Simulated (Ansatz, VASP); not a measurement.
Given: the input of a run of VASP 6.6.1 on Os.

INCAR

```
PREC     = Accurate       # precision mode
ENCUT    = 560            # plane-wave cutoff, eV
EDIFF    = 1E-6           # SCF threshold, eV
ISMEAR   = -1             # smearing method
SIGMA    = 0.05           # smearing width, eV
LREAL    = False          # projectors in reciprocal space
LASPH    = True           # aspherical terms in the spheres
NELM     = 120            # most SCF steps
ALGO     = Normal         # electronic algorithm
ISIF     = 2              # what is computed and relaxed
LWAVE    = False          # write WAVECAR
LCHARG   = True           # write CHGCAR
GGA      = PS             # functional
IVDW     = 12             # dispersion correction
LELF     = True           # ELF
LVHAR    = True         
NBANDS   = 23             # bands
GGA_COMPAT= False
```

File KPOINTS:

```
Automatic mesh
0
Gamma
  11 11 6
```

The input POSCAR:

```
Os
1.0
    2.6782863798      0.0000000000      0.0000000000
   -1.3391431899      2.3194640436      0.0000000000
    0.0000000000      0.0000000000      4.2315181138
Os
2
Direct
    0.6666666667      0.3333333333      0.7500000000
    0.3333333333      0.6666666667      0.2500000000
```

Potentials or basis: VASP PAW PBE potentials, release 64 (Os_sv_GW).

Launch:

```sh
$ cat potpaw_PBE.64/Os_sv_GW/POTCAR > POTCAR
$ mpirun -np 1 vasp_std > vasp.out
```

Q: Set up the same calculation for Ansatz 0.2.0. Potentials there: Ansatz PAW.

A: As run (the cutoff follows the program's own potentials):

input.yaml

```yaml
crystal:
  lattice:
    - [2.6782863798, 0.0, 0.0]
    - [-1.3391431899, 2.3194640436, 0.0]
    - [0.0, 0.0, 4.2315181138]
  atoms:
    - { symbol: Os, position: [0.6666666667, 0.3333333333, 0.75] }
    - { symbol: Os, position: [0.3333333333, 0.6666666667, 0.25] }
hamiltonian:
  xc: pbesol
  pseudopotentials: { kind: paw }
  dispersion: d3bj
kpoints:
  mp_grid: { grid: [11, 11, 6] }
scf:
  occupations: { method: fermi_dirac, width: 0.05 }
output:
  forces: true
  stress: true
  eigenvalues: true
```

Potentials or basis: Ansatz PAW.

Launch:

```bash
$ ansatz run input.yaml --threads 2 --pin off --max-ram 5120MiB --backend cpu --events-out ev --progress --plain --runs-dir out
```

Both were run:

|  | VASP | Ansatz | Ansatz less VASP |
| --- | --- | --- | --- |
| gap on the k mesh at the Fermi level (eV) | none | none | - |
| pressure (GPa) | 17.3 | 18.7 | +1.38 |
| traceless stress, the component that is largest in VASP (GPa) | 1.42 | 1.39 | -0.022 |

VASP's potentials were made for PBE, not for PBEsol. A gap of «none» marks a metal or a gap that the smearing closes.

Spin-orbit coupling is off throughout.
